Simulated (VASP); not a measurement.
Input of a VASP 6.6.1 run:

The input INCAR:

```
SYSTEM = Ge
ALGO = Normal
EDIFF = 1E-7
ENCUT = 520
GGA = PS
ISIF = 2
ISMEAR = -1
LASPH = .True.
LCHARG = .True.
LELF = .True.
LREAL = .False.
LVHAR = .True.
LWAVE = .False.
NBANDS = 21
NELM = 80
PREC = Accurate
SIGMA = 0.05
```

KPOINTS

```
k-points
0
Gamma
  8 8 8
  0 0 0
```

POSCAR

```
Ge
1.0
    0.0000000000      2.8099234548      2.8099234548
    2.8099234548      0.0000000000      2.8099234548
    2.8099234548      2.8099234548      0.0000000000
Ge
2
Direct
    0.7500000000      0.7500000000      0.7500000000
    0.5000000000      0.5000000000      0.5000000000
```

Potentials or basis: VASP PAW PBE potentials, release 64 (Ge_d).

Command:

```sh
$ cat potpaw_PBE.64/Ge_d/POTCAR > POTCAR
$ mpirun -np 1 vasp_std > vasp.out
```

Problem. Estimate the band gap on the k mesh.

Solution. 0.18 eV, direct.

Problem. Predict the pressure.

Solution. 2.0 GPa.

Caveat: the PAW data sets were made with another functional, which shifts forces and pressure a little. A k mesh can miss the band edges.
